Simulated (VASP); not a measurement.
# Y7N (Fm-3m) in VASP: single point with PBE

Aim: the single point of Y7N with PBE.

Everything below comes from runs of VASP 6.6.1. Logs are shortened: lines on timing, memory, paths and dates and some standing lists are left out, and cuts for length are marked.

### 1 The cell of the first run

It takes space group Fm-3m (No. 225, cubic). The conventional cell has a = 9.665 Å, b = 9.665 Å, c = 9.665 Å, α = 90.00°, β = 90.00°, γ = 90.00°. Within 4.5 Å of Y (site symmetry mmm) lie 10 Y at 3.42 Å and 2 N at 3.42 Å. Within 4.5 Å of Y (site symmetry m-3m) lie 12 Y at 3.42 Å. Within 4.5 Å of N (site symmetry m-3m) lie 12 Y at 3.42 Å.

### 2 Single point, PBE

The input, POSCAR:

```
Y7N
1.0
    0.0000000000      4.8326196525      4.8326196525
    4.8326196525      0.0000000000      4.8326196525
    4.8326196525      4.8326196525      0.0000000000
Y N
7 1
Direct
    0.0000000000      0.0000000000      0.5000000000
    0.5000000000      0.0000000000      0.5000000000
    0.0000000000      0.5000000000      0.5000000000
    0.5000000000      0.5000000000      0.0000000000
    0.0000000000      0.5000000000      0.0000000000
    0.5000000000      0.0000000000      0.0000000000
    0.5000000000      0.5000000000      0.5000000000
    0.0000000000      0.0000000000      0.0000000000
```

The input, INCAR.step1:

```
SYSTEM = Y7N
PREC = Accurate
ENCUT = 520
EDIFF = 1E-6
ISMEAR = 0
SIGMA = 0.1
LREAL = .FALSE.
LASPH = .TRUE.
NELM = 100
ALGO = Normal
ISIF = 2
LWAVE = .FALSE.
LCHARG = .TRUE.
LMAXMIX = 4
GGA = PE
NBANDS = 51
```

The input, KPOINTS.step1:

```
regular mesh
0
G
  8 8 8
  0 0 0
```

The input, INCAR.step2:

```
SYSTEM = Y7N
PREC = Accurate
ENCUT = 520
EDIFF = 1E-6
ISMEAR = -5
SIGMA = 0.1
LREAL = .FALSE.
LASPH = .TRUE.
NELM = 100
ALGO = Normal
ISIF = 2
LWAVE = .FALSE.
LCHARG = .FALSE.
LMAXMIX = 4
GGA = PE
LORBIT = 11
NBANDS = 51
NEDOS = 2001
ICHARG = 11
```

The input, KPOINTS.step2:

```
regular mesh
0
G
  12 12 12
  0 0 0
```

Potentials or basis: VASP PAW PBE potentials, release 64 (Y_sv, N).

Launch:

```console
$ cat potpaw_PBE.64/Y_sv/POTCAR potpaw_PBE.64/N/POTCAR > POTCAR
$ cp INCAR.step1 INCAR
$ cp KPOINTS.step1 KPOINTS
$ mpirun -np 1 vasp_std > vasp.out
$ cp INCAR.step2 INCAR
$ cp KPOINTS.step2 KPOINTS
$ mpirun -np 1 vasp_std > vasp.out
```

OUTCAR:

```text
SYSTEM = Y7N
   PREC = Accurate
   ENCUT = 520
   EDIFF = 1E-6
   ISMEAR = -5
   LREAL = .FALSE.
   LASPH = .TRUE.
   NELM = 100
   ISIF = 2
   GGA = PE
   LORBIT = 11
   ICHARG = 11

 ion  position               nearest neighbor table
   1  0.000  0.000  0.500-   2 3.42   3 3.42   5 3.42   6 3.42   3 3.42   5 3.42   7 3.42   2 3.42
                             6 3.42   7 3.42
   2  0.500  0.000  0.500-   1 3.42   6 3.42   7 3.42   4 3.42   6 3.42   3 3.42   4 3.42   7 3.42
                             1 3.42   3 3.42
   3  0.000  0.500  0.500-   1 3.42   5 3.42   7 3.42   4 3.42   5 3.42   1 3.42   2 3.42   2 3.42
                             4 3.42   7 3.42
   4  0.500  0.500  0.000-   5 3.42   6 3.42   7 3.42   2 3.42   3 3.42   7 3.42   2 3.42   6 3.42
                             3 3.42   5 3.42
   5  0.000  0.500  0.000-   3 3.42   4 3.42   1 3.42   3 3.42   7 3.42   1 3.42   6 3.42   4 3.42
                             6 3.42   7 3.42
   6  0.500  0.000  0.000-   2 3.42   4 3.42   1 3.42   2 3.42   7 3.42   4 3.42   5 3.42   7 3.42
                             1 3.42   5 3.42
   7  0.500  0.500  0.500-   2 3.42   3 3.42   4 3.42   4 3.42   5 3.42   6 3.42   1 3.42   2 3.42
                             6 3.42   1 3.42   3 3.42   5 3.42
   8  0.000  0.000  0.000-

  LATTYP: Found a face centered cubic cell.
 ALAT       =     9.6652393050

  Lattice vectors:

 A1 = (   0.0000000000,   4.8326196525,   4.8326196525)
 A2 = (   4.8326196525,   0.0000000000,   4.8326196525)
 A3 = (   4.8326196525,   4.8326196525,   0.0000000000)

Analysis of symmetry for initial positions (statically):
=====================================================================
 Subroutine PRICEL returns:
 Original cell was already a primitive cell.

 Routine SETGRP: Setting up the symmetry group for a
 face centered cubic supercell.

 Subroutine GETGRP returns: Found 48 space group operations
 (whereof 48 operations were pure point group operations)
 out of a pool of 48 trial point group operations.

The static configuration has the point symmetry O_h .

Analysis of symmetry for dynamics (positions and initial velocities):
=====================================================================
 Subroutine PRICEL returns:
 Original cell was already a primitive cell.

 Routine SETGRP: Setting up the symmetry group for a
 face centered cubic supercell.

 Subroutine GETGRP returns: Found 48 space group operations
 (whereof 48 operations were pure point group operations)
 out of a pool of 48 trial point group operations.

The dynamic configuration has the point symmetry O_h .

 Subroutine INISYM returns: Found 48 space group operations
 (whereof 48 operations are pure point group operations),
 and found     1 'primitive' translations

----------------------------------------------------------------------------------------

                                     Primitive cell

  volume of cell :     225.7241

  direct lattice vectors                    reciprocal lattice vectors
     0.000000000  4.832619653  4.832619653    -0.103463553  0.103463553  0.103463553
     4.832619653  0.000000000  4.832619653     0.103463553 -0.103463553  0.103463553
     4.832619653  4.832619653  0.000000000     0.103463553  0.103463553 -0.103463553

  length of vectors
     6.834356254  6.834356254  6.834356254     0.179204131  0.179204131  0.179204131

  position of ions in fractional coordinates (direct lattice)
     0.000000000  0.000000000  0.500000000
     0.500000000  0.000000000  0.500000000
     0.000000000  0.500000000  0.500000000
     0.500000000  0.500000000  0.000000000
     0.000000000  0.500000000  0.000000000
     0.500000000  0.000000000  0.000000000
     0.500000000  0.500000000  0.500000000
     0.000000000  0.000000000  0.000000000

  ion indices of the primitive-cell ions
   primitive index   ion index
                 1           1
                 2           2
                 3           3
                 4           4
                 5           5
                 6           6
                 7           7
                 8           8

----------------------------------------------------------------------------------------

 KPOINTS: regular mesh

Automatic generation of k-mesh.
 Grid dimensions read from file:
 generate k-points for:   12   12   12

 Generating k-lattice:

  Cartesian coordinates                     Fractional coordinates (reciprocal lattice)
    -0.008621963  0.008621963  0.008621963     0.083333333  0.000000000  0.000000000
     0.008621963 -0.008621963  0.008621963     0.000000000  0.083333333  0.000000000
     0.008621963  0.008621963 -0.008621963     0.000000000  0.000000000  0.083333333

  Length of vectors
     0.014933678  0.014933678  0.014933678

  Shift w.r.t. Gamma in fractional coordinates (k-lattice)
     0.000000000  0.000000000  0.000000000

 TETIRR: Found    247 inequivalent tetrahedra from    10368

 Subroutine IBZKPT returns following result:
 ===========================================

 Found     72 irreducible k-points:

 Following reciprocal coordinates:
            Coordinates               Weight
  0.000000  0.000000  0.000000      1.000000
  0.083333  0.000000  0.000000      8.000000
  0.166667  0.000000  0.000000      8.000000
  0.250000  0.000000  0.000000      8.000000
  0.333333  0.000000  0.000000      8.000000
  0.416667  0.000000  0.000000      8.000000
[... 16 lines left out ...]
  0.500000  0.166667  0.000000     24.000000
 -0.416667  0.166667  0.000000     24.000000
 [... further k-points ...]
   k-points           NKPTS =     72   k-points in BZ     NKDIM =     72   number of bands    NBANDS=     51
   number of dos      NEDOS =   2001   number of ions     NIONS =      8
   total plane-waves  NPLWV = 157464
   dimension x,y,z NGX =    54 NGY =   54 NGZ =   54
   dimension x,y,z NGXF=   108 NGYF=  108 NGZF=  108
   ions per type =               7   1
   NGX,Y,Z   is equivalent  to a cutoff of  13.14, 13.14, 13.14 a.u.
   NGXF,Y,Z  is equivalent  to a cutoff of  26.27, 26.27, 26.27 a.u.
 SYSTEM =  Y7N
   PREC   = accura    normal or accurate (medium, high low for compatibility)
   ISTART =      0    job   : 0-new  1-cont  2-samecut
   ICHARG =     11    charge: 1-file 2-atom 10-const
   ISPIN  =      1    spin polarized calculation?
   LNONCOLLINEAR =      F non collinear calculations
   LSORBIT =      F    spin-orbit coupling
   LASPH  =      T    aspherical Exc in radial PAW
   ENCUT  =  520.0 eV  38.22 Ry    6.18 a.u.  12.71 12.71 12.71*2*pi/ulx,y,z
   NELM   =    100;   NELMIN=  2; NELMDL=  0     # of ELM steps
   EDIFF  = 0.1E-05   stopping-criterion for ELM
   LREAL  =      F    real-space projection
   EDIFFG = 0.1E-04   stopping-criterion for IOM
   NSW    =      0    number of steps for IOM
   IBRION =     -1    ionic relax: 0-MD 1-quasi-New 2-CG
   NFREE  =      0    steps in history (QN), initial steepest desc. (CG)
   ISIF   =      2    stress and relaxation
   ISYM   =      2    0-nonsym 1-usesym 2-fastsym
   POTIM  = 0.5000    time-step for ionic-motion
   TEBEG  =    0.0;   TEEND  =   0.0 temperature during run
   PSTRESS=    0.0 pullay stress
   NELECT =      82.0000    total number of electrons
   NUPDOWN=      -1.0000    fix difference up-down
   EMIN   =  10.00;   EMAX   =-10.00  energy-range for DOS
   EFERMI =   0.00;   METHOD = LEGACY
   ISMEAR =    -5;   SIGMA  =   0.10  broadening in eV -4-tet -1-fermi 0-gaus
   EFERMI_NEDOS =   21; number of points for ismear=-14 and -15
   IALGO  =     38    algorithm
   IMIX   =      4    mixing-type and parameters
     AMIX     =   0.40;   BMIX     =  1.00
     AMIX_MAG =   1.60;   BMIX_MAG =  1.00
  volume/ion in A,a.u.               =      28.22       190.41
  Fermi-wavevector in a.u.,A,eV,Ry     =   1.168118  2.207424 18.565155  1.364500
  Thomas-Fermi vector in A             =   2.304609
   LORBIT       =     11    0 simple, 1 ext, 2 COOP (PROOUT), +10 PAW based schemes
   GGA     = PE    functional components
   LHFCALC =     F    Hartree Fock is set to
   AEXX    =    0.0000 exact exchange contribution
   IVDW    =     0    specifies the selected vdW correction
   LEPSILON=     F    determine dielectric tensor
   LRPA    =     F    only Hartree local field effects (RPA)
 non-spin polarized calculation
 Fermi weights with tetrahedron method with Bloechl corrections
  energy-cutoff  :      520.00
  volume of cell :      225.72
 maximum number of plane-waves:      6116
 NGX is ok and might be reduce to    54

 number of electron      81.9999996 magnetization

 Free energy of the ion-electron system (eV)
  ---------------------------------------------------
  ext. energy  EPLUGINS =         0.00000000
  ---------------------------------------------------
  free energy    TOTEN  =       -49.28548877 eV

  energy without entropy =      -49.28548877  energy(sigma->0) =      -49.28548877

 E-fermi :   3.3782     XC(G=0):  -9.6730

 val. band max:        3.3769579219   @ k =   0.5000   0.2500   0.0000
 cond. band min:       3.3615756923   @ k =  -0.4167   0.4167   0.0000
 fundamental gap:     -0.0153822296
 Fermi energy:         3.3781948199

 k-point     1 :       0.0000    0.0000    0.0000
  band No.  band energies     occupation
      1     -39.4299      2.00000
      2     -39.3474      2.00000
      3     -39.3474      2.00000
      4     -39.3474      2.00000
      5     -39.3093      2.00000
      6     -39.3093      2.00000
[... 43 lines left out ...]
     50       5.0078      0.00000
     51       5.1676      0.00000
[... 1240 lines left out ...]
     50       4.4296      0.00000
     51       5.1489      0.00000

 [... further k-points ...]

------------------------ aborting loop because EDIFF is reached ----------------------------------------

  FORCE on cell =-STRESS in cart. coord.  units (eV):
  Direction    XX          YY          ZZ          XY          YZ          ZX
  --------------------------------------------------------------------------------------
  -------------------------------------------------------------------------------------
  Total       -0.2736884     -0.2736884     -0.2736884      0.0000000      0.0000000      0.0000000
  in kB       -1.9426255     -1.9426255     -1.9426255      0.0000000      0.0000000      0.0000000
  external PRESSURE =      -1.9426255 kB  Pullay stress =       0.0000000 kB

 VOLUME and BASIS-vectors are now :
 -----------------------------------------------------------------------------
  energy-cutoff  :      520.00
  volume of cell :      225.72
      direct lattice vectors                 reciprocal lattice vectors
     0.000000000  4.832619653  4.832619653    -0.103463553  0.103463553  0.103463553
     4.832619653  0.000000000  4.832619653     0.103463553 -0.103463553  0.103463553
     4.832619653  4.832619653  0.000000000     0.103463553  0.103463553 -0.103463553

 POSITION                                       TOTAL-FORCE (eV/Angst)
 -----------------------------------------------------------------------------------
      2.41631      2.41631      0.00000        -0.000000     -0.000000      0.000000
      2.41631      4.83262      2.41631         0.000000     -0.000000      0.000000
      4.83262      2.41631      2.41631         0.000000     -0.000000      0.000000
      2.41631      2.41631      4.83262         0.000000     -0.000000     -0.000000
      2.41631      0.00000      2.41631         0.000000      0.000000      0.000000
      0.00000      2.41631      2.41631         0.000000      0.000000     -0.000000
      4.83262      4.83262      4.83262         0.000000     -0.000000      0.000000
      0.00000      0.00000      0.00000         0.000000      0.000000      0.000000
 -----------------------------------------------------------------------------------
    total drift:                               -0.000000      0.000000     -0.000000

  FREE ENERGIE OF THE ION-ELECTRON SYSTEM (eV)
  ---------------------------------------------------
  free  energy   TOTEN  =       -49.2854887691 eV

  energy  without entropy=      -49.2854887691  energy(sigma->0) =      -49.28548877

 total charge

# of ion       s       p       d       f       tot
--------------------------------------------------
    1        2.297   6.170   1.037   0.011   9.515
    2        2.297   6.170   1.037   0.011   9.515
    3        2.297   6.170   1.037   0.011   9.515
    4        2.297   6.170   1.037   0.011   9.515
    5        2.297   6.170   1.037   0.011   9.515
    6        2.297   6.170   1.037   0.011   9.515
    7        2.295   6.318   1.056   0.010   9.680
    8        1.310   2.011   0.000   0.000   3.321
--------------------------------------------------
tot         17.388  45.347   7.278   0.076  70.089
```

Run time: 20 min. Hardware: 1 thread of Intel Xeon 6975P-C (Granite Rapids), shared host; peak memory 0.81 GiB.

Results:

* Valence electrons inside the program's atomic spheres: Y 9.52, 9.68 (each value once); N 3.32

Caveat: tetrahedron occupations give inexact forces and stress in metals.
